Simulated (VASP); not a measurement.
Write the native input for VASP 6.6.1 that does the following.

| Property | Result |
| --- | --- |
| Task | relaxation of cell and atoms |
| Functional | PBE |
| Potentials or basis | VASP PAW PBE potentials, release 64 (Y_sv, Lu) |
| Cutoff | 600 eV |
| k mesh | 4 × 4 × 4 |
| Occupations | gaussian, width 0.1 eV |
| Spin | no spin polarisation |
| Dipole correction | no |
| Further INCAR settings | ALGO = Normal; EDIFF = 1e-06; IBRION = 2; EDIFFG = -0.04; NSW = 90; ISIF = 3 |

The structure of Y2Lu lies in POSCAR:

```
Y2Lu
1.0
    0.0000000000      4.1128268000      4.1128268000
    4.1128268000      0.0000000000      4.1128268000
    4.1128268000      4.1128268000      0.0000000000
Y Lu
4 2
Direct
    0.1250000000      0.1250000000      0.1250000000
    0.6250000000      0.1250000000      0.1250000000
    0.1250000000      0.1250000000      0.6250000000
    0.1250000000      0.6250000000      0.1250000000
    0.5000000000      0.5000000000      0.5000000000
    0.7500000000      0.7500000000      0.7500000000
```

The input as run:

INCAR

```
SYSTEM = Y2Lu
  PREC = Accurate
  ENCUT = 600
  EDIFF = 1E-6
  ISMEAR = 0
  SIGMA = 0.1
  LREAL = .FALSE.
  LASPH = .TRUE.
  NELM = 100
  ALGO = Normal
  ISIF = 3
  LWAVE = .FALSE.
  LCHARG = .FALSE.
  GGA = PE
  IBRION = 2
  NSW = 90
  EDIFFG = -0.04
```

KPOINTS

```
Automatic mesh
0
G
  4 4 4
  0 0 0
```

Potentials or basis: VASP PAW PBE potentials, release 64 (Y_sv, Lu).

Launch:

```sh
$ cat potpaw_PBE.64/Y_sv/POTCAR potpaw_PBE.64/Lu/POTCAR > POTCAR
$ mpirun -np 1 vasp_std > vasp.out
```

It gave:

The relaxed volume is 32.98 Å³/atom, the relaxed cell is a = 6.541 Å, b = 6.541 Å, c = 6.541 Å, α = 60.00°, β = 60.00°, γ = 60.00° and the space group after relaxing (to 0.05 Å) is Fd-3m (No. 227). The energy gained by relaxing is 548.2 meV/atom and the ionic steps are 4. The pressure after relaxing is -0.1 GPa. The band gap on the k mesh is zero (band 47 reaches 3.02 eV, above the bottom of band 48 at 2.37 eV).

Caveat: the volume moved by over 15 % at a fixed basis, so the end points are rough; spin-orbit coupling is left out, which moves the levels of the heavy elements.

It took 9.7 min on 1 thread of Intel(R) Xeon(R) Platinum 8488C (Sapphire Rapids) (shared host), peak memory 0.4 GiB.
